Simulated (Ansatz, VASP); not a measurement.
**Two plane-wave programs on SnSe**

The input INCAR:

```
SYSTEM = SnSe
  PREC = Accurate
  ENCUT = 520
  EDIFF = 1E-6
  ISMEAR = 0
  SIGMA = 0.03
  LREAL = .False.
  LASPH = .True.
  NELM = 100
  ALGO = Normal
  ISIF = 2
  LWAVE = .False.
  LCHARG = .True.
  GGA = PE
  IVDW = 12
  LELF = .True.
  LVHAR = .True.
  NBANDS = 28
```

Contents of KPOINTS:

```
Automatic mesh
0
Gamma
  8 8 6
  0 0 0
```

POSCAR

```
SnSe
1.0
    4.2220108060      0.0000000000      0.0000000000
    0.0000000000      4.2220108060      0.0000000000
    0.0000000000      0.0000000000      5.3979000000
Sn Se
2 2
Direct
    0.5000000000      0.0000000000      0.2500887432
    0.0000000000      0.5000000000      0.7499112568
    0.5000000000      0.0000000000      0.7499352227
    0.0000000000      0.5000000000      0.2500647773
```

Input for Ansatz:

```yaml
crystal:
  lattice:
    - [4.222010806, 0.0, 0.0]
    - [0.0, 4.222010806, 0.0]
    - [0.0, 0.0, 5.3979]
  atoms:
    - { symbol: Sn, position: [0.5, 0.0, 0.2500887432] }
    - { symbol: Sn, position: [0.0, 0.5, 0.7499112568] }
    - { symbol: Se, position: [0.5, 0.0, 0.7499352227] }
    - { symbol: Se, position: [0.0, 0.5, 0.2500647773] }
basis:
  ecutwfc: 420
kpoints:
  mp_grid: { grid: [8, 8, 6] }
hamiltonian:
  xc: pbe
  dispersion: d3bj
scf:
  occupations: { method: gaussian, width: 0.03 }
output:
  forces: true
  stress: true
  eigenvalues: true
```

Alike in both runs: task single point; functional PBE; dispersion D3(BJ); k mesh 8 × 8 × 6; occupations gaussian, width 0.03 eV; no spin polarisation.

|  | VASP | Ansatz |
| --- | --- | --- |
| version | VASP 6.6.1 | Ansatz 0.2.0 |
| potentials or method | VASP PAW PBE potentials, release 64 (Sn_d, Se), cutoff 520 eV | scalar-relativistic, plane waves, PAW |
| valence electrons in the cell | 40 | 60 |

|  | VASP | Ansatz | Ansatz less VASP |
| --- | --- | --- | --- |
| gap on the k mesh at the Fermi level (eV) | 0.09 | 0.09 | 0.000 |
| least direct gap on the mesh (eV) | 0.43 | 0.43 | 0.000 |
| pressure (GPa) | 8.8 | 8.8 | 0.00 |
| traceless stress, the component that is largest in VASP (GPa) | 15.59 | 15.56 | -0.027 |
| rms of the force components (eV/Å) | 0.003 | 0.003 | -0.0001 |

Atom by atom the forces differ by 0.000 eV/Å (rms over components). VASP's potentials hold 40 valence electrons a cell and Ansatz's 60, so a difference there can come from the potentials and not from the codes.
